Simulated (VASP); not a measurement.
# Pt (P6_3/mmc) in VASP: single point with PBE

Aim: the single point of Pt with PBE.

Everything below comes from runs of VASP 6.6.1. Logs are shortened: lines on timing, memory, paths and dates and some standing lists are left out, and cuts for length are marked.

## 1. The cell of the first run

The structure is hexagonal, space group P6_3/mmc (No. 194). The conventional cell has a = 2.588 Å, b = 2.588 Å, c = 4.383 Å, α = 90.00°, β = 90.00°, γ = 120.00°. Within 3.4 Å of Pt (site symmetry -6m2) lie 12 Pt at 2.59 to 2.65 Å.

## 2. Single point, PBE

File INCAR:

```
SYSTEM = Pt
  ALGO = Normal
  EDIFF = 1E-7
  ENCUT = 520
  GGA = PE
  ISIF = 2
  ISMEAR = -1
  LASPH = .TRUE.
  LCHARG = .FALSE.
  LREAL = .FALSE.
  LWAVE = .FALSE.
  NBANDS = 17
  NELM = 100
  PREC = Accurate
  SIGMA = 0.05
```

File KPOINTS:

```
k-points
0
G
  17 17 9
  0 0 0
```

File POSCAR:

```
Pt
1.0
    2.5879227580      0.0000000000      0.0000000000
   -1.2939613790      2.2412068515      0.0000000000
    0.0000000000      0.0000000000      4.3831587525
Pt
2
Direct
    0.3333333333      0.6666666667      0.2500000000
    0.6666666667      0.3333333333      0.7500000000
```

Potentials or basis: VASP PAW PBE potentials, release 64 (Pt).

Run with:

```bash
$ cat potpaw_PBE.64/Pt/POTCAR > POTCAR
$ mpirun -np 1 vasp_std > vasp.out
```

OUTCAR:

```text
SYSTEM = Pt
   EDIFF = 1E-7
   ENCUT = 520
   GGA = PE
   ISIF = 2
   ISMEAR = -1
   LASPH = .TRUE.
   LREAL = .FALSE.
   NELM = 100
   PREC = Accurate

 ion  position               nearest neighbor table
   1  0.333  0.667  0.250-   2 2.65   2 2.65   2 2.65   2 2.65   2 2.65   2 2.65
   2  0.667  0.333  0.750-   1 2.65   1 2.65   1 2.65   1 2.65   1 2.65   1 2.65

  LATTYP: Found a hexagonal cell.
 ALAT       =     2.5879227580
 C/A-ratio  =     1.6936976728

  Lattice vectors:

 A1 = (   2.5879227580,   0.0000000000,   0.0000000000)
 A2 = (  -1.2939613790,   2.2412068515,   0.0000000000)
 A3 = (   0.0000000000,   0.0000000000,   4.3831587525)

Analysis of symmetry for initial positions (statically):
=====================================================================
 Subroutine PRICEL returns:
 Original cell was already a primitive cell.

 Routine SETGRP: Setting up the symmetry group for a
 hexagonal supercell.

 Subroutine GETGRP returns: Found 24 space group operations
 (whereof 12 operations were pure point group operations)
 out of a pool of 24 trial point group operations.

The static configuration has the point symmetry D_3d.
 The point group associated with its full space group is D_6h.

Analysis of symmetry for dynamics (positions and initial velocities):
=====================================================================
 Subroutine PRICEL returns:
 Original cell was already a primitive cell.

 Routine SETGRP: Setting up the symmetry group for a
 hexagonal supercell.

 Subroutine GETGRP returns: Found 24 space group operations
 (whereof 12 operations were pure point group operations)
 out of a pool of 24 trial point group operations.

The dynamic configuration has the point symmetry D_3d.
 The point group associated with its full space group is D_6h.

 Subroutine INISYM returns: Found 24 space group operations
 (whereof 12 operations are pure point group operations),
 and found     1 'primitive' translations

----------------------------------------------------------------------------------------

                                     Primitive cell

  volume of cell :      25.4226

  direct lattice vectors                    reciprocal lattice vectors
     2.587922758  0.000000000  0.000000000     0.386410296  0.223094089  0.000000000
    -1.293961379  2.241206851  0.000000000     0.000000000  0.446188177  0.000000000
     0.000000000  0.000000000  4.383158752     0.000000000  0.000000000  0.228145969

  length of vectors
     2.587922758  2.587922758  4.383158752     0.446188177  0.446188177  0.228145969

  position of ions in fractional coordinates (direct lattice)
     0.333333333  0.666666667  0.250000000
     0.666666667  0.333333333  0.750000000

  ion indices of the primitive-cell ions
   primitive index   ion index
                 1           1
                 2           2

----------------------------------------------------------------------------------------

 KPOINTS: k-points

Automatic generation of k-mesh.
 Grid dimensions read from file:
 generate k-points for:   17   17    9

 Generating k-lattice:

  Cartesian coordinates                     Fractional coordinates (reciprocal lattice)
     0.022730017  0.013123182  0.000000000     0.058823529  0.000000000  0.000000000
     0.000000000  0.026246363  0.000000000     0.000000000  0.058823529  0.000000000
     0.000000000  0.000000000  0.025349552     0.000000000  0.000000000  0.111111111

  Length of vectors
     0.026246363  0.026246363  0.025349552

  Shift w.r.t. Gamma in fractional coordinates (k-lattice)
     0.000000000  0.000000000  0.000000000

 Subroutine IBZKPT returns following result:
 ===========================================

 Found    165 irreducible k-points:

 Following reciprocal coordinates:
            Coordinates               Weight
  0.000000  0.000000  0.000000      1.000000
  0.058824  0.000000  0.000000      6.000000
  0.117647  0.000000  0.000000      6.000000
  0.176471  0.000000  0.000000      6.000000
  0.235294  0.000000  0.000000      6.000000
  0.294118  0.000000  0.000000      6.000000
[... 16 lines left out ...]
  0.411765  0.117647  0.000000     12.000000
  0.176471  0.176471  0.000000      6.000000
 [... further k-points ...]
   k-points           NKPTS =    165   k-points in BZ     NKDIM =    165   number of bands    NBANDS=     17
   number of dos      NEDOS =    301   number of ions     NIONS =      2
   total plane-waves  NPLWV =  14400
   dimension x,y,z NGX =    20 NGY =   20 NGZ =   36
   dimension x,y,z NGXF=    40 NGYF=   40 NGZF=   72
   ions per type =               2
   NGX,Y,Z   is equivalent  to a cutoff of  12.85, 12.85, 13.65 a.u.
   NGXF,Y,Z  is equivalent  to a cutoff of  25.70, 25.70, 27.31 a.u.
 SYSTEM =  Pt
   PREC   = accura    normal or accurate (medium, high low for compatibility)
   ISTART =      0    job   : 0-new  1-cont  2-samecut
   ICHARG =      2    charge: 1-file 2-atom 10-const
   ISPIN  =      1    spin polarized calculation?
   LNONCOLLINEAR =      F non collinear calculations
   LSORBIT =      F    spin-orbit coupling
   LASPH  =      T    aspherical Exc in radial PAW
   ENCUT  =  520.0 eV  38.22 Ry    6.18 a.u.   4.81  4.81  8.15*2*pi/ulx,y,z
   NELM   =    100;   NELMIN=  2; NELMDL= -5     # of ELM steps
   EDIFF  = 0.1E-06   stopping-criterion for ELM
   LREAL  =      F    real-space projection
   EDIFFG = 0.1E-05   stopping-criterion for IOM
   NSW    =      0    number of steps for IOM
   IBRION =     -1    ionic relax: 0-MD 1-quasi-New 2-CG
   NFREE  =      0    steps in history (QN), initial steepest desc. (CG)
   ISIF   =      2    stress and relaxation
   ISYM   =      2    0-nonsym 1-usesym 2-fastsym
   POTIM  = 0.5000    time-step for ionic-motion
   TEBEG  =    0.0;   TEEND  =   0.0 temperature during run
   PSTRESS=    0.0 pullay stress
   NELECT =      20.0000    total number of electrons
   NUPDOWN=      -1.0000    fix difference up-down
   EMIN   =  10.00;   EMAX   =-10.00  energy-range for DOS
   EFERMI =   0.00;   METHOD = LEGACY
   ISMEAR =    -1;   SIGMA  =   0.05  broadening in eV -4-tet -1-fermi 0-gaus
   EFERMI_NEDOS =   21; number of points for ismear=-14 and -15
   IALGO  =     38    algorithm
   IMIX   =      4    mixing-type and parameters
     AMIX     =   0.40;   BMIX     =  1.00
     AMIX_MAG =   1.60;   BMIX_MAG =  1.00
  volume/ion in A,a.u.               =      12.71        85.78
  Fermi-wavevector in a.u.,A,eV,Ry     =   1.511279  2.855903 31.075224  2.283965
  Thomas-Fermi vector in A             =   2.621357
   LORBIT       =      0    0 simple, 1 ext, 2 COOP (PROOUT), +10 PAW based schemes
   GGA     = PE    functional components
   LHFCALC =     F    Hartree Fock is set to
   AEXX    =    0.0000 exact exchange contribution
   IVDW    =     0    specifies the selected vdW correction
   LEPSILON=     F    determine dielectric tensor
   LRPA    =     F    only Hartree local field effects (RPA)
 non-spin polarized calculation
  energy-cutoff  :      520.00
  volume of cell :       25.42
 maximum number of plane-waves:       701
 NGX is ok and might be reduce to    20
   NGX =  9   NGY =  9   NGZ = 17

 number of electron      19.9999999 magnetization

 Free energy of the ion-electron system (eV)
  ---------------------------------------------------
  ext. energy  EPLUGINS =         0.00000000
  ---------------------------------------------------
  free energy    TOTEN  =       -10.71744028 eV

  energy without entropy =      -10.69448795  energy(sigma->0) =      -10.70596411

 E-fermi :  14.8467     XC(G=0): -14.5342

 val. band max:       14.8391182696   @ k =   0.3529   0.1765   0.0000
 cond. band min:      14.8494490086   @ k =   0.2353   0.0588   0.0000
 fundamental gap:      0.0103307390
 Fermi energy:        14.8467052773

 k-point     1 :       0.0000    0.0000    0.0000
  band No.  band energies     occupation
      1       2.5940      2.00000
      2       5.4498      2.00000
      3       9.5069      2.00000
      4      10.0178      2.00000
      5      10.0178      2.00000
      6      10.6091      2.00000
[... 9 lines left out ...]
     16      32.0613      0.00000
     17      37.9361      0.00000

 k-point     2 :       0.0588    0.0000    0.0000
  band No.  band energies     occupation
      1       2.7474      2.00000
      2       5.5915      2.00000
      3       9.4367      2.00000
      4      10.0561      2.00000
      5      10.1459      2.00000
      6      10.5210      2.00000
[... 9 lines left out ...]
     16      32.3418      0.00000
     17      36.4820      0.00000

 k-point     3 :       0.1176    0.0000    0.0000
  band No.  band energies     occupation
      1       3.1917      2.00000
      2       5.9838      2.00000
      3       9.2009      2.00000
      4      10.1377      2.00000
      5      10.4081      2.00000
      6      10.5242      2.00000
[... 9 lines left out ...]
     16      33.0721      0.00000
     17      34.7504      0.00000

 k-point     4 :       0.1765    0.0000    0.0000
  band No.  band energies     occupation
      1       3.8747      2.00000
      2       6.4952      2.00000
      3       8.9356      2.00000
      4       9.8778      2.00000
      5       9.8792      2.00000
      6      10.7980      2.00000
[... 9 lines left out ...]
     16      33.4520      0.00000
     17      33.7024      0.00000
[... 343 lines left out ...]
      1       6.5779      2.00000
      2       6.7358      2.00000
      3       7.1084      2.00000
      4       9.8344      2.00000
      5       9.8500      2.00000
      6      10.4446      2.00000
[... 9 lines left out ...]
     16      29.3818      0.00000
     17      29.9633      0.00000

 k-point    23 :       0.4118    0.1176    0.0000
  band No.  band energies     occupation
      1       6.4721      2.00000
      2       6.7565      2.00000
      3       6.9150      2.00000
      4       9.8989      2.00000
      5      10.1721      2.00000
      6      10.3631      2.00000
[... 9 lines left out ...]
     16      28.3653      0.00000
     17      29.1019      0.00000

 k-point    24 :       0.1765    0.1765    0.0000
  band No.  band energies     occupation
      1       5.9174      2.00000
      2       7.7091      2.00000
      3       8.0798      2.00000
      4       8.1666      2.00000
      5       9.7999      2.00000
      6       9.9130      2.00000
[... 9 lines left out ...]
     16      31.1112      0.00000
     17      33.6301      0.00000

 [... further k-points ...]
[... 5 lines left out ...]
  --------------------------------------------------------------------------------------
  -------------------------------------------------------------------------------------
  Total       14.5609208     14.5609208     14.5398594      0.0000000      0.0000000     -0.0000000
  in kB      917.6540166    917.6540166    916.3266924      0.0000000      0.0000000     -0.0000000
  external PRESSURE =     917.2115752 kB  Pullay stress =       0.0000000 kB

 VOLUME and BASIS-vectors are now :
 -----------------------------------------------------------------------------
  energy-cutoff  :      520.00
  volume of cell :       25.42
      direct lattice vectors                 reciprocal lattice vectors
     2.587922758  0.000000000  0.000000000     0.386410296  0.223094089  0.000000000
    -1.293961379  2.241206851  0.000000000     0.000000000  0.446188177  0.000000000
     0.000000000  0.000000000  4.383158752     0.000000000  0.000000000  0.228145969

 POSITION                                       TOTAL-FORCE (eV/Angst)
 -----------------------------------------------------------------------------------
     -0.00000      1.49414      1.09579         0.000000     -0.000000      0.000000
      1.29396      0.74707      3.28737        -0.000000      0.000000      0.000000
 -----------------------------------------------------------------------------------
    total drift:                                0.000000     -0.000000      0.000000

  FREE ENERGIE OF THE ION-ELECTRON SYSTEM (eV)
  ---------------------------------------------------
  free  energy   TOTEN  =       -10.7174402771 eV

  energy  without entropy=      -10.6944879518  energy(sigma->0) =      -10.70596411
```

Run time: 26 s. Hardware: 1 thread of Intel Xeon 6975P-C (Granite Rapids), shared host; peak memory 0.19 GiB.

Results:

* Free energy: -10.7174 eV
* Pressure: 91.7 GPa
* Band gap on the k mesh: zero (band 10 reaches 15.46 eV, above the bottom of band 11 at 13.78 eV)

Levels at points of the mesh, in eV from the Fermi level:
```tsv
k point	band 7	band 8	band 9	band 10	band 11	band 12	band 13	band 14
(0.00, 0.00, 0.00)	-4.24	-2.81	-2.81	-1.50	-0.35	-0.35	6.66	14.36
```

Caveat: spin-orbit coupling is left out, which moves the levels of the heavy elements.
